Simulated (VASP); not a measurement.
BN: single point with PBE

The system is BN.

```
CELL_PARAMETERS angstrom
2.42569 0.00000 0.00000
-1.21285 2.10071 0.00000
0.00000 0.00000 7.09819
ATOMIC_POSITIONS crystal
B 0.33333 0.66667 0.25000
B 0.66667 0.33333 0.75000
N 0.33333 0.66667 0.75000
N 0.66667 0.33333 0.25000
```

This cell differs from its parent crystal: ratio of the length along z to the lengths across it x 1.1, volume and fractional coordinates fixed.

- Program: VASP 6.6.1
- Task: single point
- Functional: PBE
- Potentials or basis: VASP PAW PBE potentials, release 64 (B, N)
- Cutoff: 520 eV
- k mesh: 12 × 12 × 4
- Occupations: gaussian, width 0.05 eV
- Spin: no spin polarisation

```json
{
  "Pressure": "27.6 GPa",
  "Band gap on the k mesh": "4.54 eV, indirect (least direct gap 4.90 eV)"
}
```

Stress tensor (GPa, compression positive):
```
40.79  0.00  0.00
 0.00 40.79  0.00
 0.00  0.00  1.22
```

Levels at points of the mesh, in eV from the valence-band top:
| k point | band 5 | band 6 | band 7 | band 8 | band 9 | band 10 | band 11 | band 12 |
| --- | --- | --- | --- | --- | --- | --- | --- | --- |
| (0.00, 0.00, 0.00) | -1.21 | -1.21 | -1.20 | -1.20 | 4.84 | 9.65 | 12.39 | 12.39 |
| (0.50, 0.00, 0.00) | -4.28 | -4.25 | -1.34 | -0.68 | 4.54 | 5.58 | 10.35 | 11.04 |
| (0.00, 0.00, 0.50) | -1.20 | -1.20 | -1.20 | -1.20 | 6.90 | 6.90 | 12.42 | 12.42 |
| (0.50, 0.00, 0.50) | -4.27 | -4.27 | -1.01 | -1.01 | 4.94 | 4.94 | 10.86 | 10.86 |

It took 18 s on 1 thread of Intel Xeon 6975P-C (shared host), peak memory 0.15 GiB.

Caveat: this functional lacks dispersion, which binds the layers, so the pressure and a relaxed spacing across them are unreliable. A k mesh can miss the band edges.
